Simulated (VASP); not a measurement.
# TiOs3 (Pm-3m) in VASP: notebook

TiOs3 is run at these levels: r2SCAN; tasks: relaxation of cell and atoms.

Everything below comes from runs of VASP 6.6.1. Logs are shortened: lines on timing, memory, paths and dates and some standing lists are left out, and cuts for length are marked.

## (1) The cell of the first run

Symmetry: Pm-3m, No. 221, cubic system. The conventional cell has a = 3.888 Å, b = 3.888 Å, c = 3.888 Å, α = 90.00°, β = 90.00°, γ = 90.00°. Within 3.6 Å of Ti (site symmetry m-3m) lie 12 Os at 2.75 Å. Within 3.6 Å of Os (site symmetry 4/mmm) lie 4 Ti at 2.75 Å and 8 Os at 2.75 Å.

## (2) Relaxation of cell and atoms, r2SCAN, target pressure 5 GPa, at which the enthalpy is minimised

POSCAR reads:

```
TiOs3
1.0
    3.8877340000      0.0000000000      0.0000000000
    0.0000000000      3.8877340000      0.0000000000
    0.0000000000      0.0000000000      3.8877340000
Ti Os
1 3
Direct
    0.0000000000      0.0000000000      0.0000000000
    0.5000000000      0.5000000000      0.0000000000
    0.5000000000      0.0000000000      0.5000000000
    0.0000000000      0.5000000000      0.5000000000
```

INCAR.step1 reads:

```
SYSTEM = TiOs3
  PREC = Accurate
  ENCUT = 600
  ISMEAR = -1
  SIGMA = 0.1
  LREAL = .False.
  LASPH = .True.
  NELM = 100
  GGA = PE
  ALGO = Normal
  EDIFF = 1E-4
  LWAVE = .True.
  LCHARG = .False.
```

INCAR.step2 reads:

```
SYSTEM = TiOs3
  PREC = Accurate
  ENCUT = 600
  EDIFF = 1E-6
  ISMEAR = -1
  SIGMA = 0.1
  LREAL = .False.
  LASPH = .True.
  NELM = 100
  ALGO = Normal
  ISIF = 3
  LWAVE = .False.
  LCHARG = .False.
  METAGGA = R2SCAN
  LMIXTAU = .True.
  IBRION = 2
  NSW = 80
  EDIFFG = -0.01
  PSTRESS = 50.0
  ISTART = 1
```

KPOINTS reads:

```
Automatic mesh
0
Gamma
  7 7 7
  0 0 0
```

Potentials or basis: VASP PAW PBE potentials, release 64 (Ti_sv, Os).

Run with:

```bash
$ cat potpaw_PBE.64/Ti_sv/POTCAR potpaw_PBE.64/Os/POTCAR > POTCAR
$ cp INCAR.step1 INCAR
$ mpirun -np 1 vasp_std > vasp.out
$ cp INCAR.step2 INCAR
$ mpirun -np 1 vasp_std > vasp.out
```

OUTCAR:

```text
SYSTEM = TiOs3
   PREC = Accurate
   ENCUT = 600
   EDIFF = 1E-6
   ISMEAR = -1
   LREAL = .False.
   LASPH = .True.
   NELM = 100
   ISIF = 3
   METAGGA = R2SCAN
   IBRION = 2
   NSW = 80
   EDIFFG = -0.01
   PSTRESS = 50.0
   ISTART = 1

 ion  position               nearest neighbor table
   1  0.000  0.000  0.000-   2 2.75   3 2.75   4 2.75   3 2.75   4 2.75   2 2.75   4 2.75   4 2.75
                             2 2.75   3 2.75   3 2.75   2 2.75
   2  0.500  0.500  0.000-   1 2.75   3 2.75   4 2.75   3 2.75   4 2.75   1 2.75   3 2.75   3 2.75
                             1 2.75   4 2.75   4 2.75   1 2.75
   3  0.500  0.000  0.500-   1 2.75   2 2.75   4 2.75   1 2.75   2 2.75   2 2.75   4 2.75   2 2.75
                             1 2.75   4 2.75   1 2.75   4 2.75
   4  0.000  0.500  0.500-   1 2.75   2 2.75   3 2.75   1 2.75   2 2.75   1 2.75   3 2.75   1 2.75
                             2 2.75   3 2.75   2 2.75   3 2.75

  LATTYP: Found a simple cubic cell.
 ALAT       =     3.8877340000

  Lattice vectors:

 A1 = (   3.8877340000,   0.0000000000,   0.0000000000)
 A2 = (   0.0000000000,   3.8877340000,   0.0000000000)
 A3 = (   0.0000000000,   0.0000000000,   3.8877340000)

Analysis of symmetry for initial positions (statically):
=====================================================================
 Subroutine PRICEL returns:
 Original cell was already a primitive cell.

 Routine SETGRP: Setting up the symmetry group for a
 simple cubic supercell.

 Subroutine GETGRP returns: Found 48 space group operations
 (whereof 48 operations were pure point group operations)
 out of a pool of 48 trial point group operations.

The static configuration has the point symmetry O_h .

Analysis of symmetry for dynamics (positions and initial velocities):
=====================================================================
 Subroutine PRICEL returns:
 Original cell was already a primitive cell.

 Routine SETGRP: Setting up the symmetry group for a
 simple cubic supercell.

 Subroutine GETGRP returns: Found 48 space group operations
 (whereof 48 operations were pure point group operations)
 out of a pool of 48 trial point group operations.

The dynamic configuration has the point symmetry O_h .

 Subroutine INISYM returns: Found 48 space group operations
 (whereof 48 operations are pure point group operations),
 and found     1 'primitive' translations

----------------------------------------------------------------------------------------

                                     Primitive cell

  volume of cell :      58.7611

  direct lattice vectors                    reciprocal lattice vectors
     3.887734000  0.000000000  0.000000000     0.257219244  0.000000000  0.000000000
     0.000000000  3.887734000  0.000000000     0.000000000  0.257219244  0.000000000
     0.000000000  0.000000000  3.887734000     0.000000000  0.000000000  0.257219244

  length of vectors
     3.887734000  3.887734000  3.887734000     0.257219244  0.257219244  0.257219244

  position of ions in fractional coordinates (direct lattice)
     0.000000000  0.000000000  0.000000000
     0.500000000  0.500000000  0.000000000
     0.500000000  0.000000000  0.500000000
     0.000000000  0.500000000  0.500000000

  ion indices of the primitive-cell ions
   primitive index   ion index
                 1           1
                 2           2
                 3           3
                 4           4

----------------------------------------------------------------------------------------

 KPOINTS: Automatic mesh

Automatic generation of k-mesh.
 Grid dimensions read from file:
 generate k-points for:    7    7    7

 Generating k-lattice:

  Cartesian coordinates                     Fractional coordinates (reciprocal lattice)
     0.036745606  0.000000000  0.000000000     0.142857143  0.000000000  0.000000000
     0.000000000  0.036745606  0.000000000     0.000000000  0.142857143  0.000000000
     0.000000000  0.000000000  0.036745606     0.000000000  0.000000000  0.142857143

  Length of vectors
     0.036745606  0.036745606  0.036745606

  Shift w.r.t. Gamma in fractional coordinates (k-lattice)
     0.000000000  0.000000000  0.000000000

 Subroutine IBZKPT returns following result:
 ===========================================

 Found     20 irreducible k-points:

 Following reciprocal coordinates:
            Coordinates               Weight
  0.000000  0.000000  0.000000      1.000000
  0.142857  0.000000  0.000000      6.000000
  0.285714  0.000000  0.000000      6.000000
  0.428571  0.000000  0.000000      6.000000
  0.142857  0.142857  0.000000     12.000000
  0.285714  0.142857  0.000000     24.000000
[... 12 lines left out ...]
  0.428571  0.428571  0.285714     24.000000
  0.428571  0.428571  0.428571      8.000000
   k-points           NKPTS =     20   k-points in BZ     NKDIM =     20   number of bands    NBANDS=     22
   number of dos      NEDOS =    301   number of ions     NIONS =      4
   total plane-waves  NPLWV =  32768
   dimension x,y,z NGX =    32 NGY =   32 NGZ =   32
   dimension x,y,z NGXF=    64 NGYF=   64 NGZF=   64
   ions per type =               1   3
   NGX,Y,Z   is equivalent  to a cutoff of  13.68, 13.68, 13.68 a.u.
   NGXF,Y,Z  is equivalent  to a cutoff of  27.37, 27.37, 27.37 a.u.
 SYSTEM =  TiOs3
   PREC   = accura    normal or accurate (medium, high low for compatibility)
   ISTART =      1    job   : 0-new  1-cont  2-samecut
   ICHARG =      0    charge: 1-file 2-atom 10-const
   ISPIN  =      1    spin polarized calculation?
   LNONCOLLINEAR =      F non collinear calculations
   LSORBIT =      F    spin-orbit coupling
   LASPH  =      T    aspherical Exc in radial PAW
   ENCUT  =  600.0 eV  44.10 Ry    6.64 a.u.   7.76  7.76  7.76*2*pi/ulx,y,z
   NELM   =    100;   NELMIN=  2; NELMDL=  0     # of ELM steps
   EDIFF  = 0.1E-05   stopping-criterion for ELM
   LREAL  =      F    real-space projection
   EDIFFG = -.1E-01   stopping-criterion for IOM
   NSW    =     80    number of steps for IOM
   IBRION =      2    ionic relax: 0-MD 1-quasi-New 2-CG
   NFREE  =      1    steps in history (QN), initial steepest desc. (CG)
   ISIF   =      3    stress and relaxation
   ISYM   =      2    0-nonsym 1-usesym 2-fastsym
   POTIM  = 0.5000    time-step for ionic-motion
   TEBEG  =    0.0;   TEEND  =   0.0 temperature during run
   PSTRESS=   50.0 pullay stress
   NELECT =      36.0000    total number of electrons
   NUPDOWN=      -1.0000    fix difference up-down
   EMIN   =  10.00;   EMAX   =-10.00  energy-range for DOS
   EFERMI =   0.00;   METHOD = LEGACY
   ISMEAR =    -1;   SIGMA  =   0.10  broadening in eV -4-tet -1-fermi 0-gaus
   EFERMI_NEDOS =   21; number of points for ismear=-14 and -15
   IALGO  =     38    algorithm
   IMIX   =      4    mixing-type and parameters
     AMIX     =   0.40;   BMIX     =  1.00
     AMIX_MAG =   1.60;   BMIX_MAG =  1.00
  volume/ion in A,a.u.               =      14.69        99.13
  Fermi-wavevector in a.u.,A,eV,Ry     =   1.390419  2.627511 26.303679  1.933266
  Thomas-Fermi vector in A             =   2.514356
   LORBIT       =      0    0 simple, 1 ext, 2 COOP (PROOUT), +10 PAW based schemes
   METAGGA = R2SCAN    functional components
   LHFCALC =     F    Hartree Fock is set to
   AEXX    =    0.0000 exact exchange contribution
   IVDW    =     0    specifies the selected vdW correction
   LEPSILON=     F    determine dielectric tensor
   LRPA    =     F    only Hartree local field effects (RPA)
 conjugate gradient relaxation of ions
 non-spin polarized calculation
  energy-cutoff  :      600.00
  volume of cell :       58.76
 maximum number of plane-waves:      1973
 NGX is ok and might be reduce to    32
   NGX = 15   NGY = 15   NGZ = 15

--------------------------------------- Ionic step        1  -------------------------------------------

 number of electron      36.0000002 magnetization

 Free energy of the ion-electron system (eV)
  ---------------------------------------------------
  ext. energy  EPLUGINS =         0.00000000
  ---------------------------------------------------
  free energy    TOTEN  =      -172.62857357 eV

  energy without entropy =     -172.46857917  energy(sigma->0) =     -172.54857637

------------------------ aborting loop because EDIFF is reached ----------------------------------------

  FORCE on cell =-STRESS in cart. coord.  units (eV):
  Direction    XX          YY          ZZ          XY          YZ          ZX
  --------------------------------------------------------------------------------------
  -------------------------------------------------------------------------------------
  Total       -2.0402471     -2.0402471     -2.0402471     -0.0000000     -0.0000000      0.0000000
  in kB      -55.6293152    -55.6293152    -55.6293152     -0.0000000     -0.0000000      0.0000000
  external PRESSURE =    -105.6293152 kB  Pullay stress =      50.0000000 kB
[... 25 lines left out ...]
  enthalpy is  TOTEN    =      -170.7947858878 eV   P V=        1.8337876774

--------------------------------------- Ionic step        2  -------------------------------------------

 number of electron      35.9999999 magnetization

 E-fermi :  10.5447     XC(G=0): -15.5447

 val. band max:       10.4847197290   @ k =   0.2857   0.2857   0.1429
 cond. band min:      10.5465171666   @ k =   0.4286   0.4286   0.1429
 fundamental gap:      0.0617974376
 Fermi energy:        10.5447054587

 k-point     1 :       0.0000    0.0000    0.0000
  band No.  band energies     occupation
      1     -47.8592      2.00000
      2     -23.1552      2.00000
      3     -23.1552      2.00000
      4     -23.1552      2.00000
      5      -0.2101      2.00000
      6       2.5119      2.00000
[... 566 lines left out ...]
  enthalpy is  TOTEN    =      -170.8576089128 eV   P V=        1.7786778183

--------------------------------------- Ionic step        4  -------------------------------------------

 number of electron      36.0000004 magnetization

 Free energy of the ion-electron system (eV)
  ---------------------------------------------------
  ext. energy  EPLUGINS =         0.00000000
  ---------------------------------------------------
  free energy    TOTEN  =      -172.63409863 eV

  energy without entropy =     -172.47979262  energy(sigma->0) =     -172.55694562

 E-fermi :   8.9302     XC(G=0): -14.8255

 val. band max:        8.9044307620   @ k =   0.4286   0.4286   0.4286
 cond. band min:       8.9487924192   @ k =   0.4286   0.4286   0.1429
 fundamental gap:      0.0443616572
 Fermi energy:         8.9302091163

 k-point     1 :       0.0000    0.0000    0.0000
  band No.  band energies     occupation
      1     -49.7925      2.00000
      2     -25.0285      2.00000
      3     -25.0285      2.00000
      4     -25.0285      2.00000
      5      -1.0045      2.00000
      6       1.9989      2.00000
[... 520 lines left out ...]
  FREE ENERGIE OF THE ION-ELECTRON SYSTEM (eV)
  ---------------------------------------------------
  free  energy   TOTEN  =      -172.6340986319 eV

  energy  without entropy=     -172.4797926175  energy(sigma->0) =     -172.55694562

  enthalpy is  TOTEN    =      -170.8577624910 eV   P V=        1.7763361409

 reached required accuracy - stopping structural energy minimisation
```

Wall time 4.8 min (1 thread of Oxide Virtual Turin-like, shared host); peak memory 0.19 GiB.

Results:

```yaml
Free_energy: -172.6341 eV
Relaxed_volume: 14.23 Å³/atom
Relaxed_cell: a = 3.847 Å, b = 3.847 Å, c = 3.847 Å, α = 90.00°, β = 90.00°, γ = 90.00°
Space_group_after_relaxing_to_0.1_Å: Pm-3m (No. 221)
Energy_change_on_relaxing_the_run_minimises_the_enthalpy: -1.4 meV/atom
Ionic_steps: 4
Pressure_after_relaxing: 4.9 GPa
Band_gap_on_the_k_mesh: zero (bands 18 and 19 overlap by 3.72 eV)
```

Step by step:
```
step  energy change (eV)  largest force (eV/Å)  pressure (GPa)  volume (Å³)
   1              0.0000                0.0000           -5.56        58.76
   2              1.0356                0.0000           55.35        50.90
   3             -0.0077                0.0000            4.46        57.00
   4             -0.0055                0.0000            4.91        56.92
```

Final structure:
```cif
data_structure
_symmetry_space_group_name_H-M 'P 1'
_symmetry_Int_Tables_number 1
_cell_length_a 3.8467
_cell_length_b 3.8467
_cell_length_c 3.8467
_cell_angle_alpha 90.000
_cell_angle_beta 90.000
_cell_angle_gamma 90.000
_cell_volume 56.92
loop_
_atom_site_label
_atom_site_type_symbol
_atom_site_fract_x
_atom_site_fract_y
_atom_site_fract_z
_atom_site_occupancy
Ti1 Ti 0.00000 0.00000 0.00000 1
Os1 Os 0.50000 0.50000 0.00000 1
Os2 Os 0.50000 0.00000 0.50000 1
Os3 Os 0.00000 0.50000 0.50000 1
```

Caveat: the cell is relaxed towards a set pressure, so the run minimises the enthalpy, not the energy; the PAW data sets were made with another functional, which shifts forces and pressure a little; spin-orbit coupling is left out, which moves the levels of the heavy elements.

(Part 1 of 2 ends here.)

The gap in the log of VASP goes by the Fermi energy; the results here count the filled bands.